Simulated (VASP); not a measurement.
Write the native input for VASP 6.6.1 that does the following.

```yaml
Task: single point
Functional: PBE
Potentials_or_basis: VASP PAW PBE potentials, release 64 (C)
Cutoff: 520 eV
k_mesh: 25 × 25 × 25
Occupations: fermi-dirac, width 0.05 eV
Spin: no spin polarisation
Dipole_correction: no
Further_INCAR_settings: ALGO = Normal; EDIFF = 1e-06; NBANDS = 8
```

The structure of C lies in POSCAR:

```
C
1.0
    1.5157193181      0.0000000000      0.0000000000
    0.0000000000      1.5157193181      0.0000000000
    0.0000000000      0.0000000000      1.5157193181
C
1
Direct
    0.0000000000      0.0000000000      0.0000000000
```

One way to write it, as run:

INCAR

```
PREC = Accurate ; ENCUT = 520
EDIFF = 1E-6 ; ISMEAR = -1
SIGMA = 0.05 ; LREAL = F
LASPH = T ; NELM = 60
ALGO = Normal ; ISIF = 2
LWAVE = F ; LCHARG = F
GGA = PE ; NBANDS = 8
```

KPOINTS

```
regular mesh
0
Gamma
  25 25 25
```

Potentials or basis: VASP PAW PBE potentials, release 64 (C).

Launch:

```console
$ cat potpaw_PBE.64/C/POTCAR > POTCAR
$ mpirun -np 1 vasp_std > vasp.out
```

It gave:

The pressure is 382.4 GPa and the band gap on the k mesh is zero (band 2 reaches 33.49 eV, above the bottom of band 3 at 17.95 eV).

Wall time 5.9 s on 1 thread of Intel(R) Xeon(R) Platinum 8259CL CPU @ 2.50GHz (Skylake/Cascade Lake), with other jobs on the host, peak memory 0.11 GiB.
